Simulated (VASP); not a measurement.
# AlGa3Sb4 (P3m1) in VASP: single point with PBE

Aim: the single point of AlGa3Sb4 with PBE.

Everything below comes from runs of VASP 6.6.1. Logs are shortened: lines on timing, memory, paths and dates and some standing lists are left out, and cuts for length are marked.

## Step 1: The cell of the first run

The structure is trigonal, space group P3m1 (No. 156). Conventional cell: a = 4.382 Å, b = 4.382 Å, c = 14.442 Å, α = 90.00°, β = 90.00°, γ = 120.00°. Within 3.5 Å of Al (site symmetry 3m) lie 4 Sb at 2.69 to 2.71 Å. Within 3.5 Å of Ga (site symmetry 3m) lie 4 Sb at 2.69 to 2.70 Å. Ga (site symmetry 3m) has 4 Sb at 2.69 to 2.70 Å within 3.5 Å. Within 3.5 Å of Ga (site symmetry 3m) lie 4 Sb at 2.69 to 2.70 Å. Within 3.5 Å of Sb (site symmetry 3m) lie 3 Al at 2.69 Å and 1 Ga at 2.70 Å. Within 3.5 Å of Sb (site symmetry 3m) lie 4 Ga at 2.69 to 2.70 Å. Within 3.5 Å of Sb (site symmetry 3m) lie 4 Ga at 2.69 to 2.70 Å. Within 3.5 Å of Sb (site symmetry 3m) lie 3 Ga at 2.69 Å and 1 Al at 2.71 Å.

## Step 2: Single point, PBE

INCAR

```
SYSTEM = AlGa3Sb4
PREC     = Accurate       ! precision mode
ENCUT    = 520            ! plane-wave cutoff, eV
EDIFF    = 1E-6           ! SCF threshold, eV
ISMEAR   = 0              ! smearing method
SIGMA    = 0.1            ! smearing width, eV
LREAL    = .False.        ! projectors in reciprocal space
LASPH    = .True.         ! aspherical terms in the spheres
NELM     = 100            ! most SCF steps
ALGO     = Normal         ! electronic algorithm
ISIF     = 2              ! what is computed and relaxed
LWAVE    = .False.        ! write WAVECAR
LCHARG   = .False.        ! write CHGCAR
GGA      = PE             ! functional
NBANDS   = 41             ! bands
```

KPOINTS

```
regular mesh
0
Gamma
  12 12 4
  0 0 0
```

POSCAR

```
AlGa3Sb4
1.0
    4.3817239377      0.0000000000      0.0000000000
   -2.1908619689      3.7946842424      0.0000000000
    0.0000000000      0.0000000000     14.4417124802
Al Ga Sb
1 3 4
Direct
    0.3333333333      0.6666666667      0.4997972747
    0.6666666667      0.3333333333      0.2500878872
    0.6666666667      0.3333333333      0.7505770348
    0.3333333333      0.6666666667      0.0002283618
    0.6666666667      0.3333333333      0.4370856008
    0.6666666667      0.3333333333      0.9374358225
    0.3333333333      0.6666666667      0.1872400473
    0.3333333333      0.6666666667      0.6873479308
```

Potentials or basis: VASP PAW PBE potentials, release 64 (Al, Ga_d, Sb).

Launch:

```
$ cat potpaw_PBE.64/Al/POTCAR potpaw_PBE.64/Ga_d/POTCAR potpaw_PBE.64/Sb/POTCAR > POTCAR
$ mpirun -np 1 vasp_std > vasp.out
```

OUTCAR:

```text
SYSTEM = AlGa3Sb4
   PREC = Accurate
   ENCUT = 520
   EDIFF = 1E-6
   ISMEAR = 0
   LREAL = .False.
   LASPH = .True.
   NELM = 100
   ISIF = 2
   GGA = PE

 ion  position               nearest neighbor table
   1  0.333  0.667  0.500-   5 2.69   5 2.69   5 2.69   8 2.71
   2  0.667  0.333  0.250-   7 2.69   7 2.69   7 2.69   5 2.70
   3  0.667  0.333  0.751-   8 2.69   8 2.69   8 2.69   6 2.70
   4  0.333  0.667  0.000-   6 2.69   6 2.69   6 2.69   7 2.70
   5  0.667  0.333  0.437-   1 2.69   1 2.69   1 2.69   2 2.70
   6  0.667  0.333  0.937-   4 2.69   4 2.69   4 2.69   3 2.70
   7  0.333  0.667  0.187-   2 2.69   2 2.69   2 2.69   4 2.70
   8  0.333  0.667  0.687-   3 2.69   3 2.69   3 2.69   1 2.71

  LATTYP: Found a hexagonal cell.
 ALAT       =     4.3817239377
 C/A-ratio  =     3.2958973878

  Lattice vectors:

 A1 = (   4.3817239377,   0.0000000000,   0.0000000000)
 A2 = (  -2.1908619689,   3.7946842424,   0.0000000000)
 A3 = (   0.0000000000,   0.0000000000,  14.4417124802)

Analysis of symmetry for initial positions (statically):
=====================================================================
 Subroutine PRICEL returns:
 Original cell was already a primitive cell.

 Routine SETGRP: Setting up the symmetry group for a
 hexagonal supercell.

 Subroutine GETGRP returns: Found  6 space group operations
 (whereof  6 operations were pure point group operations)
 out of a pool of 24 trial point group operations.

The static configuration has the point symmetry C_3v.

Analysis of symmetry for dynamics (positions and initial velocities):
=====================================================================
 Subroutine PRICEL returns:
 Original cell was already a primitive cell.

 Routine SETGRP: Setting up the symmetry group for a
 hexagonal supercell.

 Subroutine GETGRP returns: Found  6 space group operations
 (whereof  6 operations were pure point group operations)
 out of a pool of 24 trial point group operations.

The dynamic configuration has the point symmetry C_3v.

 Subroutine INISYM returns: Found  6 space group operations
 (whereof  6 operations are pure point group operations),
 and found     1 'primitive' translations

----------------------------------------------------------------------------------------

                                     Primitive cell

  volume of cell :     240.1261

  direct lattice vectors                    reciprocal lattice vectors
     4.381723938  0.000000000  0.000000000     0.228220676  0.131763269  0.000000000
    -2.190861969  3.794684242  0.000000000     0.000000000  0.263526538  0.000000000
     0.000000000  0.000000000 14.441712480     0.000000000  0.000000000  0.069243866

  length of vectors
     4.381723938  4.381723938 14.441712480     0.263526538  0.263526538  0.069243866

  position of ions in fractional coordinates (direct lattice)
     0.333333333  0.666666667  0.499797275
     0.666666667  0.333333333  0.250087887
     0.666666667  0.333333333  0.750577035
     0.333333333  0.666666667  0.000228362
     0.666666667  0.333333333  0.437085601
     0.666666667  0.333333333  0.937435822
     0.333333333  0.666666667  0.187240047
     0.333333333  0.666666667  0.687347931

  ion indices of the primitive-cell ions
   primitive index   ion index
                 1           1
                 2           2
                 3           3
                 4           4
                 5           5
                 6           6
                 7           7
                 8           8

----------------------------------------------------------------------------------------

 KPOINTS: regular mesh

Automatic generation of k-mesh.
 Grid dimensions read from file:
 generate k-points for:   12   12    4

 Generating k-lattice:

  Cartesian coordinates                     Fractional coordinates (reciprocal lattice)
     0.019018390  0.010980272  0.000000000     0.083333333  0.000000000  0.000000000
     0.000000000  0.021960545  0.000000000     0.000000000  0.083333333  0.000000000
     0.000000000  0.000000000  0.017310966     0.000000000  0.000000000  0.250000000

  Length of vectors
     0.021960545  0.021960545  0.017310966

  Shift w.r.t. Gamma in fractional coordinates (k-lattice)
     0.000000000  0.000000000  0.000000000

 Subroutine IBZKPT returns following result:
 ===========================================

 Found     69 irreducible k-points:

 Following reciprocal coordinates:
            Coordinates               Weight
  0.000000  0.000000  0.000000      1.000000
  0.083333  0.000000  0.000000      6.000000
  0.166667  0.000000  0.000000      6.000000
  0.250000  0.000000  0.000000      6.000000
  0.333333  0.000000  0.000000      6.000000
  0.416667  0.000000  0.000000      6.000000
[... 16 lines left out ...]
  0.166667  0.000000  0.250000      6.000000
  0.000000  0.166667  0.250000      6.000000
 [... further k-points ...]
   k-points           NKPTS =     69   k-points in BZ     NKDIM =     69   number of bands    NBANDS=     41
   number of dos      NEDOS =    301   number of ions     NIONS =      8
   total plane-waves  NPLWV = 139968
   dimension x,y,z NGX =    36 NGY =   36 NGZ =  108
   dimension x,y,z NGXF=    72 NGYF=   72 NGZF=  216
   ions per type =               1   3   4
   NGX,Y,Z   is equivalent  to a cutoff of  13.66, 13.66, 12.43 a.u.
   NGXF,Y,Z  is equivalent  to a cutoff of  27.32, 27.32, 24.86 a.u.
 SYSTEM =  AlGa3Sb4
   PREC   = accura    normal or accurate (medium, high low for compatibility)
   ISTART =      0    job   : 0-new  1-cont  2-samecut
   ICHARG =      2    charge: 1-file 2-atom 10-const
   ISPIN  =      1    spin polarized calculation?
   LNONCOLLINEAR =      F non collinear calculations
   LSORBIT =      F    spin-orbit coupling
   LASPH  =      T    aspherical Exc in radial PAW
   ENCUT  =  520.0 eV  38.22 Ry    6.18 a.u.   8.15  8.15 26.85*2*pi/ulx,y,z
   NELM   =    100;   NELMIN=  2; NELMDL= -5     # of ELM steps
   EDIFF  = 0.1E-05   stopping-criterion for ELM
   LREAL  =      F    real-space projection
   EDIFFG = 0.1E-04   stopping-criterion for IOM
   NSW    =      0    number of steps for IOM
   IBRION =     -1    ionic relax: 0-MD 1-quasi-New 2-CG
   NFREE  =      0    steps in history (QN), initial steepest desc. (CG)
   ISIF   =      2    stress and relaxation
   ISYM   =      2    0-nonsym 1-usesym 2-fastsym
   POTIM  = 0.5000    time-step for ionic-motion
   TEBEG  =    0.0;   TEEND  =   0.0 temperature during run
   PSTRESS=    0.0 pullay stress
   NELECT =      62.0000    total number of electrons
   NUPDOWN=      -1.0000    fix difference up-down
   EMIN   =  10.00;   EMAX   =-10.00  energy-range for DOS
   EFERMI =   0.00;   METHOD = LEGACY
   ISMEAR =     0;   SIGMA  =   0.10  broadening in eV -4-tet -1-fermi 0-gaus
   EFERMI_NEDOS =   21; number of points for ismear=-14 and -15
   IALGO  =     38    algorithm
   IMIX   =      4    mixing-type and parameters
     AMIX     =   0.40;   BMIX     =  1.00
     AMIX_MAG =   1.60;   BMIX_MAG =  1.00
  volume/ion in A,a.u.               =      30.02       202.56
  Fermi-wavevector in a.u.,A,eV,Ry     =   1.042459  1.969962 14.785731  1.086721
  Thomas-Fermi vector in A             =   2.177125
   LORBIT       =      0    0 simple, 1 ext, 2 COOP (PROOUT), +10 PAW based schemes
   GGA     = PE    functional components
   LHFCALC =     F    Hartree Fock is set to
   AEXX    =    0.0000 exact exchange contribution
   IVDW    =     0    specifies the selected vdW correction
   LEPSILON=     F    determine dielectric tensor
   LRPA    =     F    only Hartree local field effects (RPA)
 non-spin polarized calculation
 Gauss-broadening in eV      SIGMA  =   0.10
  energy-cutoff  :      520.00
  volume of cell :      240.13
 maximum number of plane-waves:      6492
 NGX is ok and might be reduce to    36
   NGX = 17   NGY = 17   NGZ = 53

 number of electron      61.9999996 magnetization

 Free energy of the ion-electron system (eV)
  ---------------------------------------------------
  ext. energy  EPLUGINS =         0.00000000
  ---------------------------------------------------
  free energy    TOTEN  =       -30.23324862 eV

  energy without entropy =      -30.23282777  energy(sigma->0) =      -30.23303819

 E-fermi :   4.5626     XC(G=0):  -8.7831

 val. band max:        4.5150106663   @ k =   0.0000   0.0000   0.0000
 cond. band min:       4.7460732967   @ k =   0.0000   0.0000   0.2500
 fundamental gap:      0.2310626304
 Fermi energy:         4.5626118078

 k-point     1 :       0.0000    0.0000    0.0000
  band No.  band energies     occupation
      1     -10.4926      2.00000
      2     -10.4834      2.00000
      3     -10.4738      2.00000
      4     -10.4736      2.00000
      5     -10.4736      2.00000
      6     -10.4668      2.00000
[... 33 lines left out ...]
     40       7.8426      0.00000
     41       7.9476      0.00000

 k-point     2 :       0.0833    0.0000    0.0000
  band No.  band energies     occupation
      1     -10.4935      2.00000
      2     -10.4843      2.00000
      3     -10.4756      2.00000
      4     -10.4729      2.00000
      5     -10.4724      2.00000
      6     -10.4669      2.00000
[... 33 lines left out ...]
     40       7.8117      0.00000
     41       8.0562      0.00000

 k-point     3 :       0.1667    0.0000    0.0000
  band No.  band energies     occupation
      1     -10.4963      2.00000
      2     -10.4870      2.00000
      3     -10.4765      2.00000
      4     -10.4742      2.00000
      5     -10.4709      2.00000
      6     -10.4657      2.00000
[... 875 lines left out ...]
      2     -10.4870      2.00000
      3     -10.4766      2.00000
      4     -10.4742      2.00000
      5     -10.4709      2.00000
      6     -10.4657      2.00000
[... 33 lines left out ...]
     40       8.2795      0.00000
     41       8.2875      0.00000

 k-point    24 :       0.0000    0.1667    0.2500
  band No.  band energies     occupation
      1     -10.4963      2.00000
      2     -10.4870      2.00000
      3     -10.4766      2.00000
      4     -10.4742      2.00000
      5     -10.4709      2.00000
      6     -10.4657      2.00000
[... 33 lines left out ...]
     40       8.2928      0.00000
     41       8.3918      0.00000

 [... further k-points ...]

------------------------ aborting loop because EDIFF is reached ----------------------------------------

  FORCE on cell =-STRESS in cart. coord.  units (eV):
  Direction    XX          YY          ZZ          XY          YZ          ZX
  --------------------------------------------------------------------------------------
  -------------------------------------------------------------------------------------
  Total        0.1319019      0.1319019      0.1316893     -0.0000000      0.0000000     -0.0000000
  in kB        0.8800800      0.8800800      0.8786618     -0.0000000      0.0000000     -0.0000000
  external PRESSURE =       0.8796073 kB  Pullay stress =       0.0000000 kB

 VOLUME and BASIS-vectors are now :
 -----------------------------------------------------------------------------
  energy-cutoff  :      520.00
  volume of cell :      240.13
      direct lattice vectors                 reciprocal lattice vectors
     4.381723938  0.000000000  0.000000000     0.228220676  0.131763269  0.000000000
    -2.190861969  3.794684242  0.000000000     0.000000000  0.263526538  0.000000000
     0.000000000  0.000000000 14.441712480     0.000000000  0.000000000  0.069243866

 POSITION                                       TOTAL-FORCE (eV/Angst)
 -----------------------------------------------------------------------------------
     -0.00000      2.52979      7.21793        -0.000000      0.000000      0.006307
      2.19086      1.26489      3.61170         0.000000      0.000000     -0.002731
      2.19086      1.26489     10.83962         0.000000     -0.000000     -0.000471
     -0.00000      2.52979      0.00330        -0.000000      0.000000     -0.000432
      2.19086      1.26489      6.31226        -0.000000      0.000000     -0.009077
      2.19086      1.26489     13.53818        -0.000000      0.000000      0.000734
     -0.00000      2.52979      2.70407        -0.000000      0.000000     -0.000185
     -0.00000      2.52979      9.92648        -0.000000     -0.000000      0.005855
 -----------------------------------------------------------------------------------
    total drift:                               -0.000001      0.000000     -0.000514

  FREE ENERGIE OF THE ION-ELECTRON SYSTEM (eV)
  ---------------------------------------------------
  free  energy   TOTEN  =       -30.2332486164 eV

  energy  without entropy=      -30.2328277724  energy(sigma->0) =      -30.23303819
```

Run time: 6.6 min. Hardware: 1 thread of AMD EPYC 9R45 (Zen 5), shared host; peak memory 0.75 GiB.

What came out:

```
Free energy            : -30.2332 eV
Pressure               : 0.1 GPa
Largest force          : 0.009 eV/Å
Band gap on the k mesh : zero (filled and empty bands touch)
```

Forces on the atoms (eV/Å):
```
Al   0.000  0.000  0.006
Ga   0.000  0.000 -0.003
Ga   0.000  0.000  0.000
Ga   0.000  0.000  0.000
Sb   0.000  0.000 -0.009
Sb   0.000  0.000  0.001
Sb   0.000  0.000  0.000
Sb   0.000  0.000  0.006
```

Levels at points of the mesh, in eV from the Fermi level:
```csv
k point,band 28,band 29,band 30,band 31,band 32,band 33,band 34,band 35
"(0.00, 0.00, 0.00)",-0.68,-0.29,-0.08,-0.05,-0.05,0.24,0.70,1.21
"(0.50, 0.00, 0.00)",-2.01,-1.95,-1.91,-1.18,0.68,0.81,0.96,1.69
"(0.00, 0.00, 0.50)",-0.34,-0.34,-0.22,-0.22,0.24,0.43,1.00,1.57
"(0.50, 0.00, 0.50)",-1.83,-1.78,-1.46,-1.42,0.71,0.85,0.95,1.17
```

Caveat: semilocal functionals underestimate gaps, and a narrow one can read as zero; spin-orbit coupling is left out, which moves the levels of the heavy elements.

The gap in the log of VASP goes by the Fermi energy; the results here count the filled bands.